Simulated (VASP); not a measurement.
A run of VASP 6.6.1:

Contents of INCAR:

```
SYSTEM = ZnS
ALGO = Normal
EDIFF = 1E-8
ENCUT = 600
IBRION = 6
ISIF = 3
ISMEAR = 0
LASPH = .True.
LCHARG = .False.
LMIXTAU = .True.
LREAL = .False.
LWAVE = .False.
METAGGA = R2SCAN
NBANDS = 16
NELM = 60
NFREE = 2
NSW = 1
POTIM = 0.015
PREC = Accurate
SIGMA = 0.01
```

KPOINTS

```
k-points
0
Gamma
  8 8 8
  0 0 0
```

POSCAR

```
ZnS
1.0
    0.0000000000      2.6945166844      2.6945166844
    2.6945166844      0.0000000000      2.6945166844
    2.6945166844      2.6945166844      0.0000000000
Zn S
1 1
Direct
    0.7500000000      0.7500000000      0.7500000000
    0.0000000000      0.0000000000      0.0000000000
```

Potentials or basis: VASP PAW PBE potentials, release 64 (Zn, S).

Launch:

```console
$ cat potpaw_PBE.64/Zn/POTCAR potpaw_PBE.64/S/POTCAR > POTCAR
$ mpirun -np 1 vasp_std > vasp.out
```

Hardware: 1 thread of Oxide Virtual Turin-like Processor, with other jobs on the host.

**Question.** Estimate the wall time of this run.

**Answer.** Run time: 2.2 h on 1 thread of Oxide Virtual Turin-like Processor, with other jobs on the host, peak memory 0.3 GiB. Counts: scf iterations 291, k points 29.
